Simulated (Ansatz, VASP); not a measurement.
# ScAl3N4: VASP beside Ansatz

```
Al Sc N
1.0
     6.46815    0.00000    0.00000
    -3.23408    5.61056   -0.00121
     0.00000   -0.00216   10.23256
Al Sc N
12 4 16
Direct
  0.16753 0.33506 0.99947
  0.17242 0.83523 0.00122
  0.17248 0.83610 0.49986
  0.66433 0.32865 0.00123
  0.66281 0.83523 0.00122
  0.66362 0.83610 0.49986
  0.33247 0.16176 0.24326
  0.33424 0.16577 0.75731
  0.33668 0.67336 0.24713
  0.33588 0.67176 0.75219
  0.82928 0.16176 0.24326
  0.83153 0.16577 0.75731
  0.16491 0.32982 0.49588
  0.66019 0.32039 0.49863
  0.83544 0.67087 0.24397
  0.83618 0.67236 0.74887
  0.16795 0.33591 0.19077
  0.16677 0.33355 0.70447
  0.18640 0.84156 0.18539
  0.19003 0.84723 0.68898
  0.65773 0.31547 0.18916
  0.65826 0.31652 0.70374
  0.65516 0.84156 0.18539
  0.65720 0.84723 0.68898
  0.32052 0.14497 0.42870
  0.33177 0.16567 0.94520
  0.34189 0.68378 0.43554
  0.33371 0.66742 0.94083
  0.82445 0.14497 0.42870
  0.83390 0.16567 0.94520
  0.84049 0.68097 0.45452
  0.83376 0.66752 0.95776
```

Alike in both runs: functional PBE; k mesh 3 × 3 × 2; no spin polarisation.

Ansatz relaxed the structure, and its values are those at the end. VASP's run is a single point on that final structure, the one shown.

|  | VASP | Ansatz |
| --- | --- | --- |
| version | VASP 6.6.1 | Ansatz 0.2.0 |
| potentials or method | VASP PAW PBE potentials, release 64 (Al, Sc_sv, N_h), cutoff 910 eV | scalar-relativistic, plane waves, PAW |
| occupations | gaussian, width 0.01 eV | fixed |
| valence electrons in the cell | 160 | 160 |

Ansatz gave:

```
gap on the k mesh at the Fermi level (eV) : 3.63
least direct gap on the mesh (eV)         : 3.63
rms of the force components (eV/Å)        : 0.000
```

Q: Estimate VASP's values.

A: gap on the k mesh at the Fermi level (eV): 3.64; least direct gap on the mesh (eV): 3.64; rms of the force components (eV/Å): 0.025.

Ansatz's warnings: stress scf threshold loose.

Noted on VASP's run: the cutoff is short for stress, so the pressure is rough.
